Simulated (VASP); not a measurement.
# BeS (v.b): single point with PBE

The system is BeS (v.b).

```
Be S
1.0
     0.00000    2.43789    2.43789
     2.43789    0.00000    2.43789
     2.43789    2.43789    0.00000
Be S
1 1
Direct
  0.00000 0.00000 0.00000
  0.25000 0.25000 0.25000
```

* Program: VASP 6.6.1
* Task: single point
* Functional: PBE
* Potentials or basis: VASP PAW PBE potentials, release 64 (Be, S)
* Cutoff: 600 eV
* k mesh: 8 × 8 × 8
* Occupations: gaussian, width 0.02 eV
* Spin: no spin polarisation
* Dipole correction: no
* Further INCAR settings: ALGO = Normal; EDIFF = 1e-06; NBANDS = 11

* Pressure: 0.1 GPa
* Band gap on the k mesh: 3.15 eV, indirect (least direct gap 5.68 eV)

Levels at points of the mesh, in eV from the valence-band top:
| k point | band 1 | band 2 | band 3 | band 4 | band 5 | band 6 | band 7 | band 8 | band 9 |
| --- | --- | --- | --- | --- | --- | --- | --- | --- | --- |
| (0.00, 0.00, 0.00) | -13.59 | 0.00 | 0.00 | 0.00 | 5.68 | 5.68 | 5.68 | 5.75 | 12.78 |
| (0.50, 0.00, 0.00) | -12.02 | -5.69 | -1.01 | -1.01 | 5.42 | 6.57 | 6.57 | 11.13 | 14.87 |
| (0.50, 0.50, 0.00) | -11.49 | -4.94 | -2.59 | -2.59 | 3.15 | 4.93 | 12.65 | 12.65 | 15.35 |

It took 18 s on 1 thread of Intel Xeon 6975P-C, with other jobs on the host, peak memory 0.15 GiB.

A k mesh can miss the band edges. PBE gaps usually lie below the measured ones, often by a third to a half.
